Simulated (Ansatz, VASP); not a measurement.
**Two plane-wave programs on P**

File POSCAR:

```
P
1.0
    1.6477431241     -5.4650377251      0.0000000000
    1.6477431241      5.4650377251      0.0000000000
    0.0000000000      0.0000000000      4.5436355900
P
4
Direct
    0.4041431300      0.5958568700      0.9111848300
    0.5958568700      0.4041431300      0.0888151700
    0.0958568700      0.9041431300      0.4111848300
    0.9041431300      0.0958568700      0.5888151700
```

File INCAR.step1:

```
SYSTEM = P
PREC     = Accurate       ! precision mode
ENCUT    = 520            ! plane-wave cutoff, eV
ISMEAR   = -1             ! smearing method
SIGMA    = 0.05           ! smearing width, eV
LREAL    = .False.        ! projectors in reciprocal space
LASPH    = .True.         ! aspherical terms in the spheres
NELM     = 80             ! most SCF steps
NBANDS   = 18             ! bands
GGA      = PE             ! functional
ALGO     = Normal         ! electronic algorithm
EDIFF    = 1E-4           ! SCF threshold, eV
LWAVE    = .True.         ! write WAVECAR
LCHARG   = .False.        ! write CHGCAR
```

INCAR.step2

```
SYSTEM = P
PREC     = Accurate       ! precision mode
ENCUT    = 520            ! plane-wave cutoff, eV
EDIFF    = 1E-8           ! SCF threshold, eV
ISMEAR   = -1             ! smearing method
SIGMA    = 0.05           ! smearing width, eV
LREAL    = .False.        ! projectors in reciprocal space
LASPH    = .True.         ! aspherical terms in the spheres
NELM     = 80             ! most SCF steps
ALGO     = Normal         ! electronic algorithm
ISIF     = 2              ! what is computed and relaxed
LWAVE    = .False.        ! write WAVECAR
LCHARG   = .False.        ! write CHGCAR
METAGGA  = R2SCAN         ! meta-GGA
LMIXTAU  = .True.       
LEFG     = .True.       
NBANDS   = 18             ! bands
ISTART   = 1
```

The input KPOINTS:

```
regular mesh
0
Gamma
  10 10 7
  0 0 0
```

Input for Ansatz:

```yaml
crystal:
  lattice:
    - [1.6477431241, -5.4650377251, 0.0]
    - [1.6477431241, 5.4650377251, 0.0]
    - [0.0, 0.0, 4.54363559]
  atoms:
    - { symbol: P, position: [0.40414313, 0.59585687, 0.91118483] }
    - { symbol: P, position: [0.59585687, 0.40414313, 0.08881517] }
    - { symbol: P, position: [0.09585687, 0.90414313, 0.41118483] }
    - { symbol: P, position: [0.90414313, 0.09585687, 0.58881517] }
kpoints:
  mp_grid: { grid: [10, 10, 7] }
scf:
  occupations: { method: fermi_dirac, width: 0.05 }
hamiltonian:
  xc: r2scan
  pseudopotentials: { kind: paw }
output:
  forces: true
  stress: true
  populations: true
  efg: { contact_densities: true }
  write_density: true
  write_potential: true
  elf: true
  volumetric_format: npy
```

Alike in both runs: task electric field gradients; functional r2SCAN; k mesh 10 × 10 × 7; occupations fermi-dirac, width 0.05 eV; no spin polarisation.

|  | VASP | Ansatz |
| --- | --- | --- |
| version | VASP 6.6.1 | Ansatz 0.2.0 |
| potentials or method | VASP PAW PBE potentials, release 64 (P) | plane-wave PAW, scalar-relativistic |
| plane-wave cutoff (eV) | 520 | 500 |
| valence electrons in the cell | 20 | 20 |

|  | VASP | Ansatz | Ansatz less VASP |
| --- | --- | --- | --- |
| pressure (GPa) | 0.0 | 0.7 | +0.64 |
| traceless stress, the component that is largest in VASP (GPa) | 0.14 | 0.03 | -0.110 |
| rms of the force components (eV/Å) | 0.005 | 0.053 | +0.0475 |
| size of Vzz on the site where it differs most (V/Å²) | 82.0 | 84.5 | +2.51 |

VASP's potentials were made for PBE, not for r2SCAN. Atom by atom the forces differ by 0.058 eV/Å (rms over components).
